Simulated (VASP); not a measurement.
Crystal: AlN.

```
Al N
1.0
     3.09211    0.00000    0.00000
    -1.54605    2.67784    0.00000
     0.00000    0.00000    4.94757
Al N
2 2
Direct
  0.66667 0.33333 0.50000
  0.33333 0.66667 0.00000
  0.66667 0.33333 0.88000
  0.33333 0.66667 0.38000
```

Base run:

* Program: VASP 6.6.1
* Functional: BLYP
* Potentials or basis: VASP PAW PBE potentials, release 64 (Al, N)
* Cutoff: 520 eV
* k mesh: 10 × 10 × 6
* Occupations: fermi-dirac, width 0.05 eV
* Spin: no spin polarisation

Its results: band gap on the k mesh 4.69 eV, direct; pressure 11.6 GPa; largest force 0.131 eV/Å.

Problem. After a change of settings the same cell gave: band gap on the k mesh 4.42 eV, direct; pressure 0.2 GPa; largest force 0.136 eV/Å. Which change was it?
A. functional from BLYP to PBE exchange alone; further incar settings from ALGO = Normal; EDIFF = 1e-06; NBANDS = 16 to ALGO = Normal; EDIFF = 1e-07; NBANDS = 16
B. functional from BLYP to PBE; dispersion from none to D4
C. functional from BLYP to SVWN5
D. functional from BLYP to PBEsol; further incar settings from ALGO = Normal; EDIFF = 1e-06; NBANDS = 16 to ALGO = Normal; EDIFF = 1e-07; NBANDS = 16

Solution. C.

SVWN5 binds more tightly than BLYP, so the same cell stands under less pressure.

Caveats: the PAW data sets were made with another functional, which shifts forces and pressure a little.
